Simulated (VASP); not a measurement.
# In (P6/mmm) in VASP: a series of runs

The runs below take In through relaxation of cell and atoms, with PBE.

All numbers are computed with VASP 6.6.1; they aren't measurements. Logs are shortened: lines on timing, memory, paths and dates and some standing lists are left out, and cuts for length are marked.

### 1 The cell of the first run

Symmetry: P6/mmm, No. 191, hexagonal system. Conventional cell: a = 2.904 Å, b = 2.904 Å, c = 2.760 Å, α = 90.00°, β = 90.00°, γ = 120.00°. Within 3.6 Å of In (site symmetry 6/mmm) lie 8 In at 2.76 to 2.90 Å.

### 2 Relaxation of cell and atoms, PBE, target pressure 28 GPa, at which the enthalpy is minimised

Contents of INCAR:

```
  PREC = Accurate
  ENCUT = 600
  EDIFF = 1E-6
  ISMEAR = -1
  SIGMA = 0.08
  LREAL = F
  LASPH = T
  NELM = 100
  ALGO = Normal
  ISIF = 3
  LWAVE = F
  LCHARG = F
  GGA = PE
  IBRION = 2
  NSW = 32
  EDIFFG = -0.005
  PSTRESS = 280.0
```

Contents of KPOINTS:

```
Automatic mesh
0
Gamma
  15 15 14
```

Contents of POSCAR:

```
In
1.0
    2.9035975863      0.0000000000      0.0000000000
   -1.4517987931      2.5145892721      0.0000000000
    0.0000000000      0.0000000000      2.7596321828
In
1
Direct
    0.0000000000      0.0000000000      0.0000000000
```

Potentials or basis: VASP PAW PBE potentials, release 64 (In_d).

Command:

```bash
> cat potpaw_PBE.64/In_d/POTCAR > POTCAR
> mpirun -np 1 vasp_std > vasp.out
```

OUTCAR:

```text
PREC = Accurate
   ENCUT = 600
   EDIFF = 1E-6
   ISMEAR = -1
   LREAL = F
   LASPH = T
   NELM = 100
   ISIF = 3
   GGA = PE
   IBRION = 2
   NSW = 32
   EDIFFG = -0.005
   PSTRESS = 280.0

 ion  position               nearest neighbor table
   1  0.000  0.000  0.000-

  LATTYP: Found a hexagonal cell.
 ALAT       =     2.9035975863
 C/A-ratio  =     0.9504182659

  Lattice vectors:

 A1 = (   2.9035975863,   0.0000000000,   0.0000000000)
 A2 = (  -1.4517987931,   2.5145892721,   0.0000000000)
 A3 = (   0.0000000000,   0.0000000000,   2.7596321828)

Analysis of symmetry for initial positions (statically):
=====================================================================
 Subroutine PRICEL returns:
 Original cell was already a primitive cell.

 Routine SETGRP: Setting up the symmetry group for a
 hexagonal supercell.

 Subroutine GETGRP returns: Found 24 space group operations
 (whereof 24 operations were pure point group operations)
 out of a pool of 24 trial point group operations.

The static configuration has the point symmetry D_6h.

Analysis of symmetry for dynamics (positions and initial velocities):
=====================================================================
 Subroutine PRICEL returns:
 Original cell was already a primitive cell.

 Routine SETGRP: Setting up the symmetry group for a
 hexagonal supercell.

 Subroutine GETGRP returns: Found 24 space group operations
 (whereof 24 operations were pure point group operations)
 out of a pool of 24 trial point group operations.

The dynamic configuration has the point symmetry D_6h.

 Subroutine INISYM returns: Found 24 space group operations
 (whereof 24 operations are pure point group operations),
 and found     1 'primitive' translations

----------------------------------------------------------------------------------------

                                     Primitive cell

  volume of cell :      20.1491

  direct lattice vectors                    reciprocal lattice vectors
     2.903597586  0.000000000  0.000000000     0.344400341  0.198839630  0.000000000
    -1.451798793  2.514589272  0.000000000     0.000000000  0.397679260  0.000000000
     0.000000000  0.000000000  2.759632183     0.000000000  0.000000000  0.362367132

  length of vectors
     2.903597586  2.903597586  2.759632183     0.397679260  0.397679260  0.362367132

  position of ions in fractional coordinates (direct lattice)
     0.000000000  0.000000000  0.000000000

  ion indices of the primitive-cell ions
   primitive index   ion index
                 1           1

----------------------------------------------------------------------------------------

 KPOINTS: Automatic mesh

Automatic generation of k-mesh.
 Grid dimensions read from file:
 generate k-points for:   15   15   14

 Generating k-lattice:

  Cartesian coordinates                     Fractional coordinates (reciprocal lattice)
     0.022960023  0.013255975  0.000000000     0.066666667  0.000000000  0.000000000
     0.000000000  0.026511951  0.000000000     0.000000000  0.066666667  0.000000000
     0.000000000  0.000000000  0.025883367     0.000000000  0.000000000  0.071428571

  Length of vectors
     0.026511951  0.026511951  0.025883367

  Shift w.r.t. Gamma in fractional coordinates (k-lattice)
     0.000000000  0.000000000  0.000000000

 Subroutine IBZKPT returns following result:
 ===========================================

 Found    216 irreducible k-points:

 Following reciprocal coordinates:
            Coordinates               Weight
  0.000000  0.000000  0.000000      1.000000
  0.066667  0.000000  0.000000      6.000000
  0.133333  0.000000  0.000000      6.000000
  0.200000 -0.000000  0.000000      6.000000
  0.266667  0.000000  0.000000      6.000000
  0.333333  0.000000  0.000000      6.000000
[... 16 lines left out ...]
  0.333333  0.200000  0.000000     12.000000
  0.400000  0.200000  0.000000      6.000000
 [... further k-points ...]
   k-points           NKPTS =    216   k-points in BZ     NKDIM =    216   number of bands    NBANDS=     10
   number of dos      NEDOS =    301   number of ions     NIONS =      1
   total plane-waves  NPLWV =  13824
   dimension x,y,z NGX =    24 NGY =   24 NGZ =   24
   dimension x,y,z NGXF=    48 NGYF=   48 NGZF=   48
   ions per type =               1
   NGX,Y,Z   is equivalent  to a cutoff of  13.74, 13.74, 14.46 a.u.
   NGXF,Y,Z  is equivalent  to a cutoff of  27.48, 27.48, 28.92 a.u.
 SYSTEM =  unknown system
   PREC   = accura    normal or accurate (medium, high low for compatibility)
   ISTART =      0    job   : 0-new  1-cont  2-samecut
   ICHARG =      2    charge: 1-file 2-atom 10-const
   ISPIN  =      1    spin polarized calculation?
   LNONCOLLINEAR =      F non collinear calculations
   LSORBIT =      F    spin-orbit coupling
   LASPH  =      T    aspherical Exc in radial PAW
   ENCUT  =  600.0 eV  44.10 Ry    6.64 a.u.   5.80  5.80  5.51*2*pi/ulx,y,z
   NELM   =    100;   NELMIN=  2; NELMDL= -5     # of ELM steps
   EDIFF  = 0.1E-05   stopping-criterion for ELM
   LREAL  =      F    real-space projection
   EDIFFG = -.5E-02   stopping-criterion for IOM
   NSW    =     32    number of steps for IOM
   IBRION =      2    ionic relax: 0-MD 1-quasi-New 2-CG
   NFREE  =      1    steps in history (QN), initial steepest desc. (CG)
   ISIF   =      3    stress and relaxation
   ISYM   =      2    0-nonsym 1-usesym 2-fastsym
   POTIM  = 0.5000    time-step for ionic-motion
   TEBEG  =    0.0;   TEEND  =   0.0 temperature during run
   PSTRESS=  280.0 pullay stress
   NELECT =      13.0000    total number of electrons
   NUPDOWN=      -1.0000    fix difference up-down
   EMIN   =  10.00;   EMAX   =-10.00  energy-range for DOS
   EFERMI =   0.00;   METHOD = LEGACY
   ISMEAR =    -1;   SIGMA  =   0.08  broadening in eV -4-tet -1-fermi 0-gaus
   EFERMI_NEDOS =   21; number of points for ismear=-14 and -15
   IALGO  =     38    algorithm
   IMIX   =      4    mixing-type and parameters
     AMIX     =   0.40;   BMIX     =  1.00
     AMIX_MAG =   1.60;   BMIX_MAG =  1.00
  volume/ion in A,a.u.               =      20.15       135.97
  Fermi-wavevector in a.u.,A,eV,Ry     =   1.414613  2.673231 27.227035  2.001131
  Thomas-Fermi vector in A             =   2.536137
   LORBIT       =      0    0 simple, 1 ext, 2 COOP (PROOUT), +10 PAW based schemes
   GGA     = PE    functional components
   LHFCALC =     F    Hartree Fock is set to
   AEXX    =    0.0000 exact exchange contribution
   IVDW    =     0    specifies the selected vdW correction
   LEPSILON=     F    determine dielectric tensor
   LRPA    =     F    only Hartree local field effects (RPA)
 conjugate gradient relaxation of ions
 non-spin polarized calculation
  energy-cutoff  :      600.00
  volume of cell :       20.15
 maximum number of plane-waves:       684
 NGX is ok and might be reduce to    24
   NGX = 11   NGY = 11   NGZ = 11

 number of electron      12.9999995 magnetization

 Free energy of the ion-electron system (eV)
  ---------------------------------------------------
  ext. energy  EPLUGINS =         0.00000000
  ---------------------------------------------------
  free energy    TOTEN  =        -2.01117524 eV

  energy without entropy =       -2.00240966  energy(sigma->0) =       -2.00679245

 E-fermi :  10.7846     XC(G=0): -11.5188

 val. band max:       10.7071201599   @ k =   0.4000  -0.0000   0.2857
 cond. band min:      10.8202621112   @ k =   0.4000   0.1333   0.5000
 fundamental gap:      0.1131419513
 Fermi energy:        10.7846159725

 k-point     1 :       0.0000    0.0000    0.0000
  band No.  band energies     occupation
      1      -5.0680      2.00000
      2      -4.3575      2.00000
      3      -4.3575      2.00000
      4      -3.6017      2.00000
      5      -3.6017      2.00000
      6      -0.7544      2.00000
      7      19.2633      0.00000
      8      23.0619      0.00000
      9      23.0619      0.00000
     10      23.1305      0.00000

 k-point     2 :       0.0667    0.0000    0.0000
  band No.  band energies     occupation
      1      -5.0501      2.00000
      2      -4.3703      2.00000
      3      -4.3242      2.00000
      4      -3.6193      2.00000
      5      -3.6056      2.00000
      6      -0.6379      2.00000
      7      19.4139      0.00000
      8      21.6084      0.00000
      9      22.4859      0.00000
     10      22.9776      0.00000

 k-point     3 :       0.1333    0.0000    0.0000
  band No.  band energies     occupation
      1      -5.0033      2.00000
      2      -4.4058      2.00000
      3      -4.2289      2.00000
      4      -3.6687      2.00000
      5      -3.6164      2.00000
      6      -0.2826      2.00000
      7      19.0842      0.00000
      8      19.8594      0.00000
      9      21.3410      0.00000
     10      22.6908      0.00000

 k-point     4 :       0.2000   -0.0000    0.0000
  band No.  band energies     occupation
      1      -4.9461      2.00000
      2      -4.4541      2.00000
      3      -4.0855      2.00000
      4      -3.7404      2.00000
      5      -3.6323      2.00000
      6       0.3237      2.00000
      7      16.4568      0.00000
      8      20.1469      0.00000
      9      20.5802      0.00000
     10      22.3839      0.00000
[... 222 lines left out ...]
 k-point    22 :       0.2667    0.2000    0.0000
  band No.  band energies     occupation
      1      -4.7415      2.00000
      2      -4.4563      2.00000
      3      -3.9148      2.00000
      4      -3.8383      2.00000
      5      -3.7422      2.00000
      6       3.8449      2.00000
      7      10.9510      0.22224
      8      12.9988      0.00000
      9      24.2318      0.00000
     10      24.9393      0.00000

 k-point    23 :       0.3333    0.2000    0.0000
  band No.  band energies     occupation
      1      -4.7271      2.00000
      2      -4.4187      2.00000
      3      -3.9364      2.00000
      4      -3.8181      2.00000
      5      -3.7667      2.00000
      6       5.3296      2.00000
      7       8.9303      2.00000
      8      12.5381      0.00000
      9      25.3898      0.00000
     10      25.5025      0.00000

 k-point    24 :       0.4000    0.2000    0.0000
  band No.  band energies     occupation
      1      -4.7249      2.00000
      2      -4.4015      2.00000
      3      -3.9437      2.00000
      4      -3.8116      2.00000
      5      -3.7758      2.00000
      6       6.8795      2.00000
      7       7.1926      2.00000
      8      12.3909      0.00000
      9      25.6229      0.00000
     10      26.2358      0.00000

 [... further k-points ...]
[... 5 lines left out ...]
  --------------------------------------------------------------------------------------
  -------------------------------------------------------------------------------------
  Total        3.5213668      3.5213668      3.5205273      0.0000000     -0.0000000     -0.0000000
  in kB      280.0058887    280.0058887    279.9391288      0.0000000     -0.0000000     -0.0000000
  external PRESSURE =      -0.0163646 kB  Pullay stress =     280.0000000 kB

 VOLUME and BASIS-vectors are now :
 -----------------------------------------------------------------------------
  energy-cutoff  :      600.00
  volume of cell :       20.15
      direct lattice vectors                 reciprocal lattice vectors
     2.903597586  0.000000000  0.000000000     0.344400341  0.198839630  0.000000000
    -1.451798793  2.514589272  0.000000000     0.000000000  0.397679260  0.000000000
     0.000000000  0.000000000  2.759632183     0.000000000  0.000000000  0.362367132

 POSITION                                       TOTAL-FORCE (eV/Angst)
 -----------------------------------------------------------------------------------
      0.00000      0.00000      0.00000         0.000000      0.000000      0.000000
 -----------------------------------------------------------------------------------
    total drift:                                0.000000      0.000000      0.000000

  FREE ENERGIE OF THE ION-ELECTRON SYSTEM (eV)
  ---------------------------------------------------
  free  energy   TOTEN  =        -2.0111752443 eV

  energy  without entropy=       -2.0024096626  energy(sigma->0) =       -2.00679245

  enthalpy is  TOTEN    =         1.5101175264 eV   P V=        3.5212927707

 reached required accuracy - stopping structural energy minimisation
```

It took 9.7 s on 1 thread of Intel Xeon 6975P-C (Granite Rapids), shared host; peak memory 0.18 GiB.

Results:

* Free energy: -2.0112 eV
* Pressure after relaxing: 28.0 GPa

Final structure:
```xyz
1
Lattice="2.9036 0.0000 0.0000 -1.4518 2.5146 0.0000 0.0000 0.0000 2.7596" Properties=species:S:1:pos:R:3 pbc="T T T"
In    0.0000    0.0000    0.0000
```

Levels at points of the mesh, in eV from the Fermi level:
```
           k point  band 3  band 4  band 5  band 6  band 7  band 8  band 9  band 10
(0.00, 0.00, 0.00)  -15.14  -14.39  -14.39  -11.54    8.48   12.28   12.28    12.35
(0.00, 0.00, 0.50)  -15.02  -14.80  -14.80   -6.11   -5.14   15.04   16.03    17.58
```

Caveat: the relaxation stopped at its first step, so nothing moved; the cell is relaxed towards a set pressure, so the enthalpy falls and the energy may rise; spin-orbit coupling is left out, which moves the levels of the heavy elements.

### 3 Relaxation of cell and atoms, PBE, target pressure 28 GPa, at which the enthalpy is minimised

This run uses another cell than the first one, of 20.26 Å³/atom, 1.005 times its volume.

Contents of INCAR:

```
SYSTEM = In
ALGO = Normal
EDIFF = 1E-6
EDIFFG = -0.005
ENCUT = 600
GGA = PE
IBRION = 2
ISIF = 3
ISMEAR = -1
LASPH = .True.
LCHARG = .False.
LREAL = .False.
LWAVE = .False.
NELM = 100
NSW = 60
PREC = Accurate
PSTRESS = 280.0
SIGMA = 0.08
```

Contents of KPOINTS:

```
k-points
0
Gamma
  15 15 14
  0 0 0
```

Contents of POSCAR:

```
In
1.0
    2.9194810342      0.0000000000      0.0000000000
   -1.4597405171      2.5283447415      0.0000000000
    0.0000000000      0.0000000000      2.7443121722
In
1
Direct
    0.0000000000      0.0000000000      0.0000000000
```

Potentials or basis: VASP PAW PBE potentials, release 64 (In_d).

Command:

```bash
> cat potpaw_PBE.64/In_d/POTCAR > POTCAR
> mpirun -np 1 vasp_std > vasp.out
```

Run time: 37 s. Hardware: 1 thread of Intel Xeon 6975P-C (Granite Rapids), shared host; peak memory 0.19 GiB.

Results (log left out):

```yaml
Free_energy: -2.0129 eV
Relaxed_volume: 20.16 Å³/atom
Relaxed_cell: a = 2.904 Å, b = 2.904 Å, c = 2.760 Å, α = 90.00°, β = 90.00°, γ = 120.00°
Space_group_after_relaxing_to_0.05_Å: P6/mmm (No. 191)
Energy_change_on_relaxing_the_enthalpy_is_what_falls: +15.3 meV/atom
Ionic_steps: 6
Pressure_after_relaxing: 28.0 GPa
```

Step by step:
| step | energy change (eV) | largest force (eV/Å) | pressure (GPa) | volume (Å³) |
| --- | --- | --- | --- | --- |
| 1 | 0.0000 | 0.0000 | 27.24 | 20.26 |
| 2 | 0.0498 | 0.0000 | 29.50 | 19.98 |
| 3 | 0.0211 | 0.0000 | 28.27 | 20.13 |
| 4 | 0.0216 | 0.0000 | 28.29 | 20.12 |
| 5 | 0.0065 | 0.0000 | 27.60 | 20.21 |
| 6 | 0.0153 | 0.0000 | 28.00 | 20.16 |

Final structure:
```
CELL_PARAMETERS angstrom
2.90400 0.00000 0.00000
-1.45200 2.51494 0.00000
0.00000 0.00000 2.76020
ATOMIC_POSITIONS crystal
In 0.00000 0.00000 0.00000
```

Levels at points of the mesh, in eV from the Fermi level:
```csv
k point,band 3,band 4,band 5,band 6,band 7,band 8,band 9,band 10
"(0.00, 0.00, 0.00)",-15.14,-14.39,-14.39,-11.53,8.47,12.27,12.27,12.35
"(0.00, 0.00, 0.50)",-15.02,-14.80,-14.80,-6.11,-5.13,15.04,16.02,17.58
```

Caveat: the cell is relaxed towards a set pressure, so the enthalpy falls and the energy may rise; spin-orbit coupling is left out, which moves the levels of the heavy elements.
